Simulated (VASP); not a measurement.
# CdO: single point with LDA

CdO:

```
CELL_PARAMETERS angstrom
0.00000 2.38042 2.38042
2.38042 0.00000 2.38042
2.38042 2.38042 0.00000
ATOMIC_POSITIONS crystal
Cd 0.00000 0.00000 0.00000
O 0.50000 0.50000 0.50000
```

```yaml
Program: VASP 6.6.1
Task: single point
Functional: LDA
Potentials_or_basis: VASP PAW LDA potentials, release 64 (Cd_sv_GW, O)
Cutoff: 700 eV
k_mesh: 10 × 10 × 10
Occupations: fermi-dirac, width 0.05 eV
Spin: no spin polarisation
Dipole_correction: no
Further_INCAR_settings: ALGO = Normal; EDIFF = 1e-06; NBANDS = 20
```

```json
{
 "Pressure": "-10.7 GPa",
 "Band gap on the k mesh": "zero (bands 13 and 14 overlap by 0.58 eV)"
}
```

Levels at points of the mesh, in eV from the Fermi level:
```tsv
k point	band 10	band 11	band 12	band 13	band 14	band 15	band 16	band 17
(0.00, 0.00, 0.00)	-6.49	-1.42	-1.42	-1.42	-0.74	14.15	16.44	16.44
(0.50, 0.00, 0.00)	-6.25	-3.92	-0.17	-0.17	4.09	6.73	11.27	11.27
(0.50, 0.50, 0.00)	-5.83	-4.31	-2.36	-2.36	3.35	8.03	10.81	12.58
```

Run time: 35 s on 1 thread of Intel(R) Xeon(R) Platinum 8259CL CPU @ 2.50GHz (Skylake/Cascade Lake) (shared host), peak memory 0.19 GiB.

Caveat: the cell stands under tension; semilocal functionals underestimate gaps, and a narrow one can read as zero.
